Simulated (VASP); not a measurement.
# TiC: single point with PBE

The system is TiC.

```
Ti C
1.0
     3.15784    0.00000    0.00000
    -1.57892    2.73477    0.00000
     0.00000    0.00000    4.70558
Ti C
2 2
Cartesian
  0.0000 0.0000 0.0000
  0.0000 1.8232 2.3528
  1.5789 0.9116 1.1764
  1.5789 0.9116 3.5292
```

| Quantity | Value |
| --- | --- |
| Program | VASP 6.6.1 |
| Task | single point |
| Functional | PBE |
| Potentials or basis | VASP PAW PBE potentials, release 64 (Ti_sv, C) |
| Cutoff | 520 eV |
| k mesh | 12 × 12 × 9 |
| Occupations | gaussian, width 0.1 eV |
| Spin | no spin polarisation |
| Dipole correction | no |
| Further INCAR settings | ALGO = Normal; EDIFF = 1e-07; NBANDS = 24 |

```yaml
Pressure: 0.3 GPa
Band_gap_on_the_k_mesh: zero (band 16 reaches 10.53 eV, above the bottom of band 17 at 9.78 eV)
```

Levels at points of the mesh, in eV from the Fermi level:
| k point | band 13 | band 14 | band 15 | band 16 | band 17 | band 18 | band 19 | band 20 |
| --- | --- | --- | --- | --- | --- | --- | --- | --- |
| (0.00, 0.00, 0.00) | -3.29 | -1.09 | -1.09 | 0.60 | 0.60 | 0.68 | 0.71 | 0.71 |
| (0.50, 0.00, 0.00) | -3.38 | -3.34 | -1.80 | -1.50 | 2.19 | 2.53 | 2.67 | 2.88 |

It took 64 s on 1 thread of Intel(R) Xeon(R) Platinum 8259CL CPU @ 2.50GHz (Skylake/Cascade Lake), on a shared host, peak memory 0.21 GiB.
